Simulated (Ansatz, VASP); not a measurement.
## Two plane-wave programs on BP

```xyz
2
Lattice="0.0000 2.2690 2.2690 2.2690 0.0000 2.2690 2.2690 2.2690 0.0000" Properties=species:S:1:pos:R:3 pbc="T T T"
B     0.0000    0.0000    0.0000
P     1.1345    1.1345    1.1345
```

Alike in both runs: task single point; functional r2SCAN; k mesh 6 × 6 × 6; occupations gaussian, width 0.1 eV; no spin polarisation.

```csv
,VASP,Ansatz
version,VASP 6.6.1,Ansatz 0.2.0
potentials or method,"VASP PAW PBE potentials, release 64 (B, P), cutoff 550 eV","scalar-relativistic, plane waves, PAW"
valence electrons in the cell,8,8
```

Ansatz gave:

- gap on the k mesh at the Fermi level (eV): 1.50
- least direct gap on the mesh (eV): 3.60
- pressure (GPa): 0.0

Problem. What did VASP give for the same quantities?

Solution. gap on the k mesh at the Fermi level (eV): 1.54; least direct gap on the mesh (eV): 3.64; pressure (GPa): -0.6.

VASP's potentials were made for PBE, not for r2SCAN. The functional is the same, so the differences come from potentials, cutoffs and numerics.
